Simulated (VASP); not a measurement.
# Tl (P6_3/mmc) in VASP: notebook

The runs below take Tl through single point, with BLYP, r2SCAN, PBEsol, PBE.

Program: VASP 6.6.1. These are calculated values, not measurements. Logs are shortened: lines on timing, memory, paths and dates and some standing lists are left out, and cuts for length are marked.

### Step 1. The cell of the first run

Symmetry: P6_3/mmc, No. 194, hexagonal system. Conventional cell: a = 3.456 Å, b = 3.456 Å, c = 5.525 Å, α = 90.00°, β = 90.00°, γ = 120.00°. Within 4.5 Å of Tl (site symmetry -6m2) lie 12 Tl at 3.41 to 3.46 Å.

### Step 2. Single point, BLYP

Input file INCAR:

```
PREC     = Accurate       # precision mode
ENCUT    = 520            # plane-wave cutoff, eV
EDIFF    = 1E-6           # SCF threshold, eV
ISMEAR   = -1             # smearing method
SIGMA    = 0.05           # smearing width, eV
LREAL    = F              # projectors in reciprocal space
LASPH    = T              # aspherical terms in the spheres
NELM     = 80             # most SCF steps
ALGO     = Fast           # electronic algorithm
ISIF     = 2              # what is computed and relaxed
LWAVE    = F              # write WAVECAR
LCHARG   = T              # write CHGCAR
GGA      = B5             # functional
ALDAX    = 1.0          
AGGAX    = 1.0          
AGGAC    = 1.0          
ALDAC    = 0.0          
LELF     = T              # ELF
LVHAR    = T            
NBANDS   = 20             # bands
```

Input file KPOINTS:

```
Automatic mesh
0
Gamma
  9 9 5
```

Input file POSCAR:

```
Tl
1.0
    3.4560000000      0.0000000000      0.0000000000
   -1.7280000000      2.9929837955      0.0000000000
    0.0000000000      0.0000000000      5.5250000000
Tl
2
Direct
    0.6666666667      0.3333333333      0.7500000000
    0.3333333333      0.6666666667      0.2500000000
```

Potentials or basis: VASP PAW PBE potentials, release 64 (Tl_d).

The run is started by

```sh
$ cat potpaw_PBE.64/Tl_d/POTCAR > POTCAR
$ mpirun -np 1 vasp_std > vasp.out
```

OUTCAR:

```text
PREC = Accurate
   ENCUT = 520
   EDIFF = 1E-6
   ISMEAR = -1
   LREAL = F
   LASPH = T
   NELM = 80
   ISIF = 2
   GGA = B5

 ion  position               nearest neighbor table
   1  0.667  0.333  0.750-   2 3.41   2 3.41   2 3.41   2 3.41   2 3.41   2 3.41
   2  0.333  0.667  0.250-   1 3.41   1 3.41   1 3.41   1 3.41   1 3.41   1 3.41

  LATTYP: Found a hexagonal cell.
 ALAT       =     3.4560000000
 C/A-ratio  =     1.5986689815

  Lattice vectors:

 A1 = (   3.4560000000,   0.0000000000,   0.0000000000)
 A2 = (  -1.7280000000,   2.9929837955,   0.0000000000)
 A3 = (   0.0000000000,   0.0000000000,   5.5250000000)

Analysis of symmetry for initial positions (statically):
=====================================================================
 Subroutine PRICEL returns:
 Original cell was already a primitive cell.

 Routine SETGRP: Setting up the symmetry group for a
 hexagonal supercell.

 Subroutine GETGRP returns: Found 24 space group operations
 (whereof 12 operations were pure point group operations)
 out of a pool of 24 trial point group operations.

The static configuration has the point symmetry D_3d.
 The point group associated with its full space group is D_6h.

Analysis of symmetry for dynamics (positions and initial velocities):
=====================================================================
 Subroutine PRICEL returns:
 Original cell was already a primitive cell.

 Routine SETGRP: Setting up the symmetry group for a
 hexagonal supercell.

 Subroutine GETGRP returns: Found 24 space group operations
 (whereof 12 operations were pure point group operations)
 out of a pool of 24 trial point group operations.

The dynamic configuration has the point symmetry D_3d.
 The point group associated with its full space group is D_6h.

 Subroutine INISYM returns: Found 24 space group operations
 (whereof 12 operations are pure point group operations),
 and found     1 'primitive' translations

----------------------------------------------------------------------------------------

                                     Primitive cell

  volume of cell :      57.1492

  direct lattice vectors                    reciprocal lattice vectors
     3.456000000  0.000000000  0.000000000     0.289351852  0.167057370  0.000000000
    -1.728000000  2.992983795  0.000000000     0.000000000  0.334114739  0.000000000
     0.000000000  0.000000000  5.525000000     0.000000000  0.000000000  0.180995475

  length of vectors
     3.456000000  3.456000000  5.525000000     0.334114739  0.334114739  0.180995475

  position of ions in fractional coordinates (direct lattice)
     0.666666667  0.333333333  0.750000000
     0.333333333  0.666666667  0.250000000

  ion indices of the primitive-cell ions
   primitive index   ion index
                 1           1
                 2           2

----------------------------------------------------------------------------------------

 KPOINTS: Automatic mesh

Automatic generation of k-mesh.
 Grid dimensions read from file:
 generate k-points for:    9    9    5

 Generating k-lattice:

  Cartesian coordinates                     Fractional coordinates (reciprocal lattice)
     0.032150206  0.018561930  0.000000000     0.111111111 -0.000000000  0.000000000
     0.000000000  0.037123860  0.000000000     0.000000000  0.111111111  0.000000000
     0.000000000  0.000000000  0.036199095     0.000000000  0.000000000  0.200000000

  Length of vectors
     0.037123860  0.037123860  0.036199095

  Shift w.r.t. Gamma in fractional coordinates (k-lattice)
     0.000000000  0.000000000  0.000000000

 Subroutine IBZKPT returns following result:
 ===========================================

 Found     36 irreducible k-points:

 Following reciprocal coordinates:
            Coordinates               Weight
  0.000000  0.000000  0.000000      1.000000
  0.111111 -0.000000  0.000000      6.000000
  0.222222 -0.000000  0.000000      6.000000
  0.333333  0.000000  0.000000      6.000000
  0.444444 -0.000000  0.000000      6.000000
  0.111111  0.111111  0.000000      6.000000
[... 16 lines left out ...]
  0.333333  0.222222  0.200000     24.000000
  0.333333  0.333333  0.200000      4.000000
 [... further k-points ...]
   k-points           NKPTS =     36   k-points in BZ     NKDIM =     36   number of bands    NBANDS=     20
   number of dos      NEDOS =    301   number of ions     NIONS =      2
   total plane-waves  NPLWV =  32928
   dimension x,y,z NGX =    28 NGY =   28 NGZ =   42
   dimension x,y,z NGXF=    56 NGYF=   56 NGZF=   84
   ions per type =               2
   NGX,Y,Z   is equivalent  to a cutoff of  13.47, 13.47, 12.64 a.u.
   NGXF,Y,Z  is equivalent  to a cutoff of  26.94, 26.94, 25.28 a.u.
 SYSTEM =  unknown system
   PREC   = accura    normal or accurate (medium, high low for compatibility)
   ISTART =      0    job   : 0-new  1-cont  2-samecut
   ICHARG =      2    charge: 1-file 2-atom 10-const
   ISPIN  =      1    spin polarized calculation?
   LNONCOLLINEAR =      F non collinear calculations
   LSORBIT =      F    spin-orbit coupling
   LASPH  =      T    aspherical Exc in radial PAW
   ENCUT  =  520.0 eV  38.22 Ry    6.18 a.u.   6.43  6.43 10.27*2*pi/ulx,y,z
   NELM   =     80;   NELMIN=  2; NELMDL= -5     # of ELM steps
   EDIFF  = 0.1E-05   stopping-criterion for ELM
   LREAL  =      F    real-space projection
   EDIFFG = 0.1E-04   stopping-criterion for IOM
   NSW    =      0    number of steps for IOM
   IBRION =     -1    ionic relax: 0-MD 1-quasi-New 2-CG
   NFREE  =      0    steps in history (QN), initial steepest desc. (CG)
   ISIF   =      2    stress and relaxation
   ISYM   =      2    0-nonsym 1-usesym 2-fastsym
   POTIM  = 0.5000    time-step for ionic-motion
   TEBEG  =    0.0;   TEEND  =   0.0 temperature during run
   PSTRESS=    0.0 pullay stress
   NELECT =      26.0000    total number of electrons
   NUPDOWN=      -1.0000    fix difference up-down
   EMIN   =  10.00;   EMAX   =-10.00  energy-range for DOS
   EFERMI =   0.00;   METHOD = LEGACY
   ISMEAR =    -1;   SIGMA  =   0.05  broadening in eV -4-tet -1-fermi 0-gaus
   EFERMI_NEDOS =   21; number of points for ismear=-14 and -15
   IALGO  =     68    algorithm
   IMIX   =      4    mixing-type and parameters
     AMIX     =   0.40;   BMIX     =  1.00
     AMIX_MAG =   1.60;   BMIX_MAG =  1.00
  volume/ion in A,a.u.               =      28.57       192.83
  Fermi-wavevector in a.u.,A,eV,Ry     =   1.259107  2.379366 21.569987  1.585349
  Thomas-Fermi vector in A             =   2.392683
   LORBIT       =      0    0 simple, 1 ext, 2 COOP (PROOUT), +10 PAW based schemes
   GGA     = B5    functional components
   LHFCALC =     F    Hartree Fock is set to
   AEXX    =    0.0000 exact exchange contribution
   IVDW    =     0    specifies the selected vdW correction
   LEPSILON=     F    determine dielectric tensor
   LRPA    =     F    only Hartree local field effects (RPA)
 non-spin polarized calculation
 RMM-DIIS sequential band-by-band and
  energy-cutoff  :      520.00
  volume of cell :       57.15
 maximum number of plane-waves:      1558
 NGX is ok and might be reduce to    28
   NGX = 13   NGY = 13   NGZ = 21

 number of electron      26.0000004 magnetization

 Free energy of the ion-electron system (eV)
  ---------------------------------------------------
  ext. energy  EPLUGINS =         0.00000000
  ---------------------------------------------------
  free energy    TOTEN  =        -3.15949688 eV

  energy without entropy =       -3.14521986  energy(sigma->0) =       -3.15235837

 E-fermi :   7.0798     XC(G=0):  -9.6235

 val. band max:        7.0600849393   @ k =   0.3333   0.0000   0.4000
 cond. band min:       7.1120262958   @ k =   0.2222   0.1111   0.2000
 fundamental gap:      0.0519413565
 Fermi energy:         7.0797832066

 k-point     1 :       0.0000    0.0000    0.0000
  band No.  band energies     occupation
      1      -4.7624      2.00000
      2      -4.5375      2.00000
      3      -4.5208      2.00000
      4      -4.5208      2.00000
      5      -4.4676      2.00000
      6      -4.4676      2.00000
[... 12 lines left out ...]
     19      17.8671      0.00000
     20      18.2037      0.00000

 k-point     2 :       0.1111   -0.0000    0.0000
  band No.  band energies     occupation
      1      -4.7261      2.00000
      2      -4.5779      2.00000
      3      -4.4788      2.00000
      4      -4.4683      2.00000
      5      -4.4560      2.00000
      6      -4.4313      2.00000
[... 12 lines left out ...]
     19      17.9133      0.00000
     20      19.1002      0.00000

 k-point     3 :       0.2222   -0.0000    0.0000
  band No.  band energies     occupation
      1      -4.7429      2.00000
      2      -4.5654      2.00000
      3      -4.5199      2.00000
      4      -4.4784      2.00000
      5      -4.4782      2.00000
      6      -4.3448      2.00000
[... 12 lines left out ...]
     19      16.8115      0.00000
     20      18.5994      0.00000

 k-point     4 :       0.3333    0.0000    0.0000
  band No.  band energies     occupation
      1      -4.8237      2.00000
      2      -4.6369      2.00000
      3      -4.6083      2.00000
      4      -4.5334      2.00000
      5      -4.3937      2.00000
      6      -4.2930      2.00000
[... 12 lines left out ...]
     19      15.9218      0.00000
     20      17.6693      0.00000

 k-point     5 :       0.4444   -0.0000    0.0000
  band No.  band energies     occupation
      1      -4.8787      2.00000
      2      -4.7177      2.00000
      3      -4.6505      2.00000
      4      -4.5668      2.00000
      5      -4.3368      2.00000
      6      -4.3366      2.00000
[... 12 lines left out ...]
     19      15.6411      0.00000
     20      17.1923      0.00000

 k-point     6 :       0.1111    0.1111    0.0000
  band No.  band energies     occupation
      1      -4.6830      2.00000
      2      -4.6207      2.00000
      3      -4.4855      2.00000
      4      -4.4694      2.00000
      5      -4.4583      2.00000
      6      -4.4110      2.00000
[... 12 lines left out ...]
     19      17.8991      0.00000
     20      18.3687      0.00000

 k-point     7 :       0.2222    0.1111    0.0000
  band No.  band energies     occupation
      1      -4.7291      2.00000
      2      -4.5967      2.00000
      3      -4.5926      2.00000
      4      -4.5150      2.00000
      5      -4.4335      2.00000
      6      -4.3066      2.00000
[... 12 lines left out ...]
     19      17.0163      0.00000
     20      17.5982      0.00000
[... 277 lines left out ...]
 k-point    20 :       0.3333    0.1111    0.2000
  band No.  band energies     occupation
      1      -4.7791      2.00000
      2      -4.7278      2.00000
      3      -4.5718      2.00000
      4      -4.5457      2.00000
      5      -4.4441      2.00000
      6      -4.2972      2.00000
[... 12 lines left out ...]
     19      17.0982      0.00000
     20      17.3498      0.00000

 k-point    21 :       0.4444    0.1111    0.2000
  band No.  band energies     occupation
      1      -4.7980      2.00000
      2      -4.7737      2.00000
      3      -4.5786      2.00000
      4      -4.5441      2.00000
      5      -4.4830      2.00000
      6      -4.2532      2.00000
[... 12 lines left out ...]
     19      16.8933      0.00000
     20      17.1927      0.00000

 k-point    22 :       0.2222    0.2222    0.2000
  band No.  band energies     occupation
      1      -4.7024      2.00000
      2      -4.6373      2.00000
      3      -4.5812      2.00000
      4      -4.5739      2.00000
      5      -4.3942      2.00000
      6      -4.3305      2.00000
[... 12 lines left out ...]
     19      16.5067      0.00000
     20      19.5930      0.00000

 k-point    23 :       0.3333    0.2222    0.2000
  band No.  band energies     occupation
      1      -4.7345      2.00000
      2      -4.6603      2.00000
      3      -4.5951      2.00000
      4      -4.5047      2.00000
      5      -4.4328      2.00000
      6      -4.2852      2.00000
[... 12 lines left out ...]
     19      15.7568      0.00000
     20      20.0413      0.00000

 k-point    24 :       0.3333    0.3333    0.2000
  band No.  band energies     occupation
      1      -4.7256      2.00000
      2      -4.6096      2.00000
      3      -4.6096      2.00000
      4      -4.3905      2.00000
      5      -4.3895      2.00000
      6      -4.3895      2.00000
[... 12 lines left out ...]
     19      15.0005      0.00000
     20      22.2060      0.00000

 [... further k-points ...]

------------------------ aborting loop because EDIFF is reached ----------------------------------------

  FORCE on cell =-STRESS in cart. coord.  units (eV):
  Direction    XX          YY          ZZ          XY          YZ          ZX
  --------------------------------------------------------------------------------------
  -------------------------------------------------------------------------------------
  Total        2.4407107      2.4407107      2.8835040      0.0000000      0.0000000      0.0000000
  in kB       68.4252679     68.4252679     80.8389689      0.0000000      0.0000000      0.0000000
  external PRESSURE =      72.5631683 kB  Pullay stress =       0.0000000 kB

 VOLUME and BASIS-vectors are now :
 -----------------------------------------------------------------------------
  energy-cutoff  :      520.00
  volume of cell :       57.15
      direct lattice vectors                 reciprocal lattice vectors
     3.456000000  0.000000000  0.000000000     0.289351852  0.167057370  0.000000000
    -1.728000000  2.992983795  0.000000000     0.000000000  0.334114739  0.000000000
     0.000000000  0.000000000  5.525000000     0.000000000  0.000000000  0.180995475

 POSITION                                       TOTAL-FORCE (eV/Angst)
 -----------------------------------------------------------------------------------
      1.72800      0.99766      4.14375         0.000000     -0.000000      0.000000
     -0.00000      1.99532      1.38125        -0.000000      0.000000      0.000000
 -----------------------------------------------------------------------------------
    total drift:                               -0.000000      0.000000     -0.000000

  FREE ENERGIE OF THE ION-ELECTRON SYSTEM (eV)
  ---------------------------------------------------
  free  energy   TOTEN  =        -3.1594968817 eV

  energy  without entropy=       -3.1452198608  energy(sigma->0) =       -3.15235837
```

Run time: 66 s. Hardware: 1 thread of Intel Xeon 8259CL, shared host; peak memory 0.19 GiB.

Results:

```yaml
Free_energy: -3.1595 eV
Pressure: 7.3 GPa
Band_gap_on_the_k_mesh: zero (bands 13 and 14 overlap by 3.60 eV)
```

Stress tensor (GPa, compression positive):
```
6.84 0.00 0.00
0.00 6.84 0.00
0.00 0.00 8.08
```

Caveat: the cell stands under pressure; the PAW data sets were made with another functional, which shifts forces and pressure a little; spin-orbit coupling is left out, which moves the levels of the heavy elements.

### Step 3. Single point, r2SCAN

This run uses another cell than the first one, of 30.29 Å³/atom.

Input file POSCAR:

```
Tl
1.0
    3.5237819143      0.0000000000      0.0000000000
   -1.7618909571      3.0516846552      0.0000000000
    0.0000000000      0.0000000000      5.6333608439
Tl
2
Direct
    0.6666666667      0.3333333333      0.7500000000
    0.3333333333      0.6666666667      0.2500000000
```

Input file INCAR.step1:

```
ALGO = Normal ; EDIFF = 1E-4
ENCUT = 520 ; GGA = PE
ISMEAR = -1 ; LASPH = T
LCHARG = F ; LREAL = F
LWAVE = T ; NBANDS = 20
NELM = 100 ; PREC = Accurate
SIGMA = 0.05
```

Input file INCAR.step2:

```
ALGO = Normal ; EDIFF = 1E-6
ENCUT = 520 ; ISIF = 2
ISMEAR = -1 ; ISTART = 1
LASPH = T ; LCHARG = F
LMIXTAU = T ; LREAL = F
LWAVE = F ; METAGGA = R2SCAN
NBANDS = 20 ; NELM = 100
PREC = Accurate ; SIGMA = 0.05
```

Input file KPOINTS:

```
k-points
0
Gamma
  9 9 5
```

Potentials or basis: VASP PAW PBE potentials, release 64 (Tl_d).

The run is started by

```sh
$ cat potpaw_PBE.64/Tl_d/POTCAR > POTCAR
$ cp INCAR.step1 INCAR
$ mpirun -np 1 vasp_std > vasp.out
$ cp INCAR.step2 INCAR
$ mpirun -np 1 vasp_std > vasp.out
```

Run time: 68 s. Hardware: 1 thread of Intel Xeon 6975P-C (Granite Rapids), shared host; peak memory 0.2 GiB.

It converged, with:

```yaml
Free_energy: -106.3392 eV
Pressure: -0.1 GPa
Band_gap_on_the_k_mesh: zero (bands 13 and 14 overlap by 3.48 eV)
```

Stress tensor (GPa, compression positive):
```
-0.31  0.00  0.00
 0.00 -0.31  0.00
 0.00  0.00  0.46
```

Levels at points of the mesh, in eV from the Fermi level:
```tsv
k point	band 10	band 11	band 12	band 13	band 14	band 15	band 16	band 17
(0.00, 0.00, 0.00)	-11.64	-10.05	-5.39	-2.64	7.84	7.84	9.87	9.87
```

Caveat: the PAW data sets were made with another functional, which shifts forces and pressure a little; spin-orbit coupling is left out, which moves the levels of the heavy elements.

[end of part 1 of 3]
